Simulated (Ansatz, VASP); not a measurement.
## Two plane-wave programs on MgO

```
Mg O
1.0
     0.00000    2.13325    2.13325
     2.13325    0.00000    2.13325
     2.13325    2.13325    0.00000
Mg O
1 1
Cartesian
  0.0000 0.0000 0.0000
  2.1332 2.1332 2.1332
```

Alike in both runs: task single point; functional r2SCAN; k mesh 9 × 9 × 9; occupations fermi-dirac, width 0.02 eV; no spin polarisation.

```csv
,VASP,Ansatz
version,VASP 6.6.1,Ansatz 0.2.0
potentials or method,"VASP PAW PBE potentials, release 64 (Mg_sv, O), cutoff 660 eV","PAW, plane waves, scalar-relativistic"
valence electrons in the cell,16,16
```

|  | VASP | Ansatz | Ansatz less VASP |
| --- | --- | --- | --- |
| pressure (GPa) | -6.8 | -6.7 | +0.12 |

VASP's potentials were made for PBE, not for r2SCAN.
